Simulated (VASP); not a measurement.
# In3B2H3 (Pm-3m) in VASP: notebook

The runs below take In3B2H3 through single point, with PBE.

Everything below comes from runs of VASP 6.6.1. Logs are shortened: lines on timing, memory, paths and dates and some standing lists are left out, and cuts for length are marked.

## (1) The cell of the first run

It takes space group Pm-3m (No. 221, cubic). Conventional cell: a = 4.788 Å, b = 4.788 Å, c = 4.788 Å, α = 90.00°, β = 90.00°, γ = 90.00°. In (site symmetry 4/mmm) has 2 B at 2.39 Å and 4 H at 2.39 Å within 3.2 Å. B (site symmetry m-3m) has 6 In at 2.39 Å within 3.2 Å. B (site symmetry m-3m) has 6 H at 2.39 Å within 3.2 Å. Within 3.2 Å of H (site symmetry 4/mmm) lie 4 In at 2.39 Å and 2 B at 2.39 Å.

## (2) Single point, PBE

File INCAR:

```
PREC = Accurate ; ENCUT = 500
EDIFF = 1E-6 ; ISMEAR = 0
SIGMA = 0.15 ; LREAL = F
LASPH = T ; NELM = 120
ALGO = Normal ; ISIF = 2
LWAVE = F ; LCHARG = T
GGA = PE ; LELF = T
LVHAR = T ; NBANDS = 34
GGA_COMPAT = F
```

File KPOINTS:

```
regular mesh
0
Gamma
  3 3 3
```

File POSCAR:

```
In3B2H3
1.0
    4.7878179845      0.0000000000      0.0000000000
    0.0000000000      4.7878179845      0.0000000000
    0.0000000000      0.0000000000      4.7878179845
In B H
3 2 3
Direct
    0.5000000000      0.0000000000      0.0000000000
    0.0000000000      0.5000000000      0.0000000000
    0.0000000000      0.0000000000      0.5000000000
    0.0000000000      0.0000000000      0.0000000000
    0.5000000000      0.5000000000      0.5000000000
    0.0000000000      0.5000000000      0.5000000000
    0.5000000000      0.0000000000      0.5000000000
    0.5000000000      0.5000000000      0.0000000000
```

Potentials or basis: VASP PAW PBE potentials, release 64 (In_d, B, H).

Command:

```bash
$ cat potpaw_PBE.64/In_d/POTCAR potpaw_PBE.64/B/POTCAR potpaw_PBE.64/H/POTCAR > POTCAR
$ mpirun -np 1 vasp_std > vasp.out
```

OUTCAR:

```text
PREC = Accurate
   ENCUT = 500
   EDIFF = 1E-6
   ISMEAR = 0
   LREAL = F
   LASPH = T
   NELM = 120
   ISIF = 2
   GGA = PE

 ion  position               nearest neighbor table
   1  0.500  0.000  0.000-   4 2.39   7 2.39   8 2.39   7 2.39   8 2.39   4 2.39   3 3.39   2 3.39
                             2 3.39   2 3.39   3 3.39   3 3.39   3 3.39   2 3.39
   2  0.000  0.500  0.000-   4 2.39   6 2.39   8 2.39   6 2.39   4 2.39   8 2.39   3 3.39   1 3.39
                             3 3.39   1 3.39   3 3.39   1 3.39   3 3.39   1 3.39
   3  0.000  0.000  0.500-   4 2.39   6 2.39   7 2.39   4 2.39   6 2.39   7 2.39   2 3.39   2 3.39
                             2 3.39   1 3.39   2 3.39   1 3.39   1 3.39   1 3.39
   4  0.000  0.000  0.000-   1 2.39   2 2.39   3 2.39   3 2.39   2 2.39   1 2.39
   5  0.500  0.500  0.500-
   6  0.000  0.500  0.500-   2 2.39   3 2.39   2 2.39   3 2.39
   7  0.500  0.000  0.500-   1 2.39   3 2.39   1 2.39   3 2.39
   8  0.500  0.500  0.000-   1 2.39   2 2.39   1 2.39   2 2.39

  LATTYP: Found a simple cubic cell.
 ALAT       =     4.7878179845

  Lattice vectors:

 A1 = (   4.7878179845,   0.0000000000,   0.0000000000)
 A2 = (   0.0000000000,   4.7878179845,   0.0000000000)
 A3 = (   0.0000000000,   0.0000000000,   4.7878179845)

Analysis of symmetry for initial positions (statically):
=====================================================================
 Subroutine PRICEL returns:
 Original cell was already a primitive cell.

 Routine SETGRP: Setting up the symmetry group for a
 simple cubic supercell.

 Subroutine GETGRP returns: Found 48 space group operations
 (whereof 48 operations were pure point group operations)
 out of a pool of 48 trial point group operations.

The static configuration has the point symmetry O_h .

Analysis of symmetry for dynamics (positions and initial velocities):
=====================================================================
 Subroutine PRICEL returns:
 Original cell was already a primitive cell.

 Routine SETGRP: Setting up the symmetry group for a
 simple cubic supercell.

 Subroutine GETGRP returns: Found 48 space group operations
 (whereof 48 operations were pure point group operations)
 out of a pool of 48 trial point group operations.

The dynamic configuration has the point symmetry O_h .

 Subroutine INISYM returns: Found 48 space group operations
 (whereof 48 operations are pure point group operations),
 and found     1 'primitive' translations

----------------------------------------------------------------------------------------

                                     Primitive cell

  volume of cell :     109.7521

  direct lattice vectors                    reciprocal lattice vectors
     4.787817985  0.000000000  0.000000000     0.208863412  0.000000000  0.000000000
     0.000000000  4.787817985  0.000000000     0.000000000  0.208863412  0.000000000
     0.000000000  0.000000000  4.787817985     0.000000000  0.000000000  0.208863412

  length of vectors
     4.787817985  4.787817985  4.787817985     0.208863412  0.208863412  0.208863412

  position of ions in fractional coordinates (direct lattice)
     0.500000000  0.000000000  0.000000000
     0.000000000  0.500000000  0.000000000
     0.000000000  0.000000000  0.500000000
     0.000000000  0.000000000  0.000000000
     0.500000000  0.500000000  0.500000000
     0.000000000  0.500000000  0.500000000
     0.500000000  0.000000000  0.500000000
     0.500000000  0.500000000  0.000000000

  ion indices of the primitive-cell ions
   primitive index   ion index
                 1           1
                 2           2
                 3           3
                 4           4
                 5           5
                 6           6
                 7           7
                 8           8

----------------------------------------------------------------------------------------

 KPOINTS: regular mesh

Automatic generation of k-mesh.
 Grid dimensions read from file:
 generate k-points for:    3    3    3

 Generating k-lattice:

  Cartesian coordinates                     Fractional coordinates (reciprocal lattice)
     0.069621137  0.000000000  0.000000000     0.333333333  0.000000000  0.000000000
     0.000000000  0.069621137  0.000000000     0.000000000  0.333333333  0.000000000
     0.000000000  0.000000000  0.069621137     0.000000000  0.000000000  0.333333333

  Length of vectors
     0.069621137  0.069621137  0.069621137

  Shift w.r.t. Gamma in fractional coordinates (k-lattice)
     0.000000000  0.000000000  0.000000000

 Subroutine IBZKPT returns following result:
 ===========================================

 Found      4 irreducible k-points:

 Following reciprocal coordinates:
            Coordinates               Weight
  0.000000  0.000000  0.000000      1.000000
  0.333333  0.000000  0.000000      6.000000
  0.333333  0.333333  0.000000     12.000000
  0.333333  0.333333  0.333333      8.000000
   k-points           NKPTS =      4   k-points in BZ     NKDIM =      4   number of bands    NBANDS=     34
   number of dos      NEDOS =    301   number of ions     NIONS =      8
   total plane-waves  NPLWV =  46656
   dimension x,y,z NGX =    36 NGY =   36 NGZ =   36
   dimension x,y,z NGXF=    72 NGYF=   72 NGZF=   72
   ions per type =               3   2   3
   NGX,Y,Z   is equivalent  to a cutoff of  12.50, 12.50, 12.50 a.u.
   NGXF,Y,Z  is equivalent  to a cutoff of  25.00, 25.00, 25.00 a.u.
 SYSTEM =  unknown system
   PREC   = accura    normal or accurate (medium, high low for compatibility)
   ISTART =      0    job   : 0-new  1-cont  2-samecut
   ICHARG =      2    charge: 1-file 2-atom 10-const
   ISPIN  =      1    spin polarized calculation?
   LNONCOLLINEAR =      F non collinear calculations
   LSORBIT =      F    spin-orbit coupling
   LASPH  =      T    aspherical Exc in radial PAW
   ENCUT  =  500.0 eV  36.75 Ry    6.06 a.u.   8.73  8.73  8.73*2*pi/ulx,y,z
   NELM   =    120;   NELMIN=  2; NELMDL= -5     # of ELM steps
   EDIFF  = 0.1E-05   stopping-criterion for ELM
   LREAL  =      F    real-space projection
   EDIFFG = 0.1E-04   stopping-criterion for IOM
   NSW    =      0    number of steps for IOM
   IBRION =     -1    ionic relax: 0-MD 1-quasi-New 2-CG
   NFREE  =      0    steps in history (QN), initial steepest desc. (CG)
   ISIF   =      2    stress and relaxation
   ISYM   =      2    0-nonsym 1-usesym 2-fastsym
   POTIM  = 0.5000    time-step for ionic-motion
   TEBEG  =    0.0;   TEEND  =   0.0 temperature during run
   PSTRESS=    0.0 pullay stress
   NELECT =      48.0000    total number of electrons
   NUPDOWN=      -1.0000    fix difference up-down
   EMIN   =  10.00;   EMAX   =-10.00  energy-range for DOS
   EFERMI =   0.00;   METHOD = LEGACY
   ISMEAR =     0;   SIGMA  =   0.15  broadening in eV -4-tet -1-fermi 0-gaus
   EFERMI_NEDOS =   21; number of points for ismear=-14 and -15
   IALGO  =     38    algorithm
   IMIX   =      4    mixing-type and parameters
     AMIX     =   0.40;   BMIX     =  1.00
     AMIX_MAG =   1.60;   BMIX_MAG =  1.00
  volume/ion in A,a.u.               =      13.72        92.58
  Fermi-wavevector in a.u.,A,eV,Ry     =   1.242656  2.348279 21.010036  1.544194
  Thomas-Fermi vector in A             =   2.377001
   LORBIT       =      0    0 simple, 1 ext, 2 COOP (PROOUT), +10 PAW based schemes
   GGA     = PE    functional components
   LHFCALC =     F    Hartree Fock is set to
   AEXX    =    0.0000 exact exchange contribution
   IVDW    =     0    specifies the selected vdW correction
   LEPSILON=     F    determine dielectric tensor
   LRPA    =     F    only Hartree local field effects (RPA)
 non-spin polarized calculation
 Gauss-broadening in eV      SIGMA  =   0.15
  energy-cutoff  :      500.00
  volume of cell :      109.75
 maximum number of plane-waves:      2802
 NGX is ok and might be reduce to    36
   NGX = 17   NGY = 17   NGZ = 17

 number of electron      48.0000035 magnetization

 Free energy of the ion-electron system (eV)
  ---------------------------------------------------
  ext. energy  EPLUGINS =         0.00000000
  ---------------------------------------------------
  free energy    TOTEN  =       -23.17625787 eV

  energy without entropy =      -23.10336792  energy(sigma->0) =      -23.13981289

 E-fermi :   6.0105     XC(G=0): -10.2849

 val. band max:        5.9041163339   @ k =   0.3333   0.3333   0.0000
 cond. band min:       6.0570450358   @ k =   0.3333   0.3333   0.0000
 fundamental gap:      0.1529287019
 Fermi energy:         6.0105440443

 k-point     1 :       0.0000    0.0000    0.0000
  band No.  band energies     occupation
      1      -8.9636      2.00000
      2      -8.6131      2.00000
      3      -8.6131      2.00000
      4      -8.6131      2.00000
      5      -8.5981      2.00000
      6      -8.5981      2.00000
[... 26 lines left out ...]
     33      11.7678      0.00000
     34      11.7678      0.00000

 k-point     2 :       0.3333    0.0000    0.0000
  band No.  band energies     occupation
      1      -8.8282      2.00000
      2      -8.5971      2.00000
      3      -8.5762      2.00000
      4      -8.5217      2.00000
      5      -8.5187      2.00000
      6      -8.5187      2.00000
[... 26 lines left out ...]
     33      10.5542      0.00000
     34      13.5523      0.00000

 k-point     3 :       0.3333    0.3333    0.0000
  band No.  band energies     occupation
      1      -8.7173      2.00000
      2      -8.5466      2.00000
      3      -8.5406      2.00000
      4      -8.5340      2.00000
      5      -8.4738      2.00000
      6      -8.4631      2.00000
[... 26 lines left out ...]
     33      12.8853      0.00000
     34      13.4077      0.00000

 k-point     4 :       0.3333    0.3333    0.3333
  band No.  band energies     occupation
      1      -8.6783      2.00000
      2      -8.5560      2.00000
      3      -8.5560      2.00000
      4      -8.5248      2.00000
      5      -8.5248      2.00000
      6      -8.5135      2.00000
[... 26 lines left out ...]
     33      12.3159      0.00000
     34      12.3167      0.00000

------------------------ aborting loop because EDIFF is reached ----------------------------------------

  FORCE on cell =-STRESS in cart. coord.  units (eV):
  Direction    XX          YY          ZZ          XY          YZ          ZX
  --------------------------------------------------------------------------------------
  -------------------------------------------------------------------------------------
  Total       -0.3560238     -0.3560238     -0.3560238      0.0000000      0.0000000     -0.0000000
  in kB       -5.1972872     -5.1972872     -5.1972872      0.0000000      0.0000000     -0.0000000
  external PRESSURE =      -5.1972872 kB  Pullay stress =       0.0000000 kB

 VOLUME and BASIS-vectors are now :
 -----------------------------------------------------------------------------
  energy-cutoff  :      500.00
  volume of cell :      109.75
      direct lattice vectors                 reciprocal lattice vectors
     4.787817985  0.000000000  0.000000000     0.208863412  0.000000000  0.000000000
     0.000000000  4.787817985  0.000000000     0.000000000  0.208863412  0.000000000
     0.000000000  0.000000000  4.787817985     0.000000000  0.000000000  0.208863412

 POSITION                                       TOTAL-FORCE (eV/Angst)
 -----------------------------------------------------------------------------------
      2.39391      0.00000      0.00000         0.000000      0.000000      0.000000
      0.00000      2.39391      0.00000         0.000000      0.000000      0.000000
      0.00000      0.00000      2.39391         0.000000      0.000000      0.000000
      0.00000      0.00000      0.00000         0.000000      0.000000      0.000000
      2.39391      2.39391      2.39391         0.000000      0.000000      0.000000
      0.00000      2.39391      2.39391         0.000000      0.000000      0.000000
      2.39391      0.00000      2.39391         0.000000      0.000000      0.000000
      2.39391      2.39391      0.00000         0.000000      0.000000      0.000000
 -----------------------------------------------------------------------------------
    total drift:                                0.000000      0.000000     -0.000000

  FREE ENERGIE OF THE ION-ELECTRON SYSTEM (eV)
  ---------------------------------------------------
  free  energy   TOTEN  =       -23.1762578705 eV

  energy  without entropy=      -23.1033679152  energy(sigma->0) =      -23.13981289
```

It took 32 s on 1 thread of Intel Xeon 8259CL, shared host; peak memory 0.21 GiB.

What came out:

```yaml
Free_energy: -23.1763 eV
Pressure: -0.5 GPa
Band_gap_on_the_k_mesh: zero (band 24 reaches 7.79 eV, above the bottom of band 25 at 5.78 eV)
```

Levels at points of the mesh, in eV from the Fermi level:
| k point | band 21 | band 22 | band 23 | band 24 | band 25 | band 26 |
| --- | --- | --- | --- | --- | --- | --- |
| (0.00, 0.00, 0.00) | -3.60 | -3.60 | -0.51 | 0.31 | 0.31 | 0.31 |

Caveat: the k points lie up to 0.44 Å⁻¹ apart; spin-orbit coupling is left out, which moves the levels of the heavy elements.

## (3) Single point, PBE

This run uses another cell than the first one, of 13.67 Å³/atom, 0.996 times its volume.

File INCAR:

```
SYSTEM = In3B2H3
PREC = Accurate
ENCUT = 500
EDIFF = 1E-6
ISMEAR = 0
SIGMA = 0.15
LREAL = .FALSE.
LASPH = .TRUE.
NELM = 120
ALGO = Normal
ISIF = 2
LWAVE = .FALSE.
LCHARG = .TRUE.
GGA = PE
LELF = .TRUE.
LVHAR = .TRUE.
NBANDS = 34
GGA_COMPAT = .FALSE.
```

File KPOINTS:

```
Automatic mesh
0
G
  3 3 3
  0 0 0
```

File POSCAR:

```
In3B2H3
1.0
    4.7817598944      0.0000000000      0.0000000000
    0.0000000000      4.7817598944      0.0000000000
    0.0000000000      0.0000000000      4.7817598944
In B H
3 2 3
Direct
    0.0000000000      0.5000000000      0.5000000000
    0.5000000000      0.0000000000      0.5000000000
    0.5000000000      0.5000000000      0.0000000000
    0.0000000000      0.0000000000      0.0000000000
    0.5000000000      0.5000000000      0.5000000000
    0.5000000000      0.0000000000      0.0000000000
    0.0000000000      0.5000000000      0.0000000000
    0.0000000000      0.0000000000      0.5000000000
```

Potentials or basis: VASP PAW PBE potentials, release 64 (In_d, B, H).

Command:

```bash
$ cat potpaw_PBE.64/In_d/POTCAR potpaw_PBE.64/B/POTCAR potpaw_PBE.64/H/POTCAR > POTCAR
$ mpirun -np 1 vasp_std > vasp.out
```

Wall time 28 s (1 thread of Intel Xeon 8259CL, shared host); peak memory 0.2 GiB.

Results (log left out):

```
Free energy            : -23.1772 eV
Pressure               : -0.3 GPa
Band gap on the k mesh : zero (band 24 reaches 7.84 eV, above the bottom of band 25 at 5.81 eV)
```

Levels at points of the mesh, in eV from the Fermi level:
| k point | band 21 | band 22 | band 23 | band 24 | band 25 | band 26 |
| --- | --- | --- | --- | --- | --- | --- |
| (0.00, 0.00, 0.00) | -3.62 | -3.62 | -0.49 | 0.30 | 0.30 | 0.30 |

Caveat: the k points lie up to 0.44 Å⁻¹ apart; spin-orbit coupling is left out, which moves the levels of the heavy elements.
